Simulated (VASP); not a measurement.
O, 1 atom in the cell. Symmetry: Fm-3m, No. 225, cubic system. Conventional cell: a = 2.740 Å, b = 2.740 Å, c = 2.740 Å, α = 90.00°, β = 90.00°, γ = 90.00°. O (site symmetry m-3m) has 12 O at 1.94 Å within 2.6 Å. 

* Program: VASP 6.6.1
* Task: relaxation of cell and atoms
* Functional: LDA
* Potentials or basis: VASP PAW LDA potentials, release 64 (O)
* Cutoff: 600 eV
* k mesh: 21 × 21 × 21
* Occupations: fermi-dirac, width 0.05 eV
* Spin: no spin polarisation
* Target pressure: 140 GPa
* Dipole correction: no
* Further INCAR settings: ALGO = Normal; EDIFF = 1e-07; IBRION = 2; EDIFFG = -0.005; NSW = 32; ISIF = 3

Potentials or basis: VASP PAW LDA potentials, release 64 (O).

Run with:

```console
$ cat potpaw_LDA.64/O/POTCAR > POTCAR
$ mpirun -np 1 vasp_std > vasp.out
```

Hardware: 1 thread of Intel Xeon 8259CL (shared host).

Question: Estimate the wall time of this run.

Answer: Wall time 9.9 s on 1 thread of Intel Xeon 8259CL (shared host), peak memory 0.11 GiB. Counts: scf iterations 19, k points 286, ion steps 3.
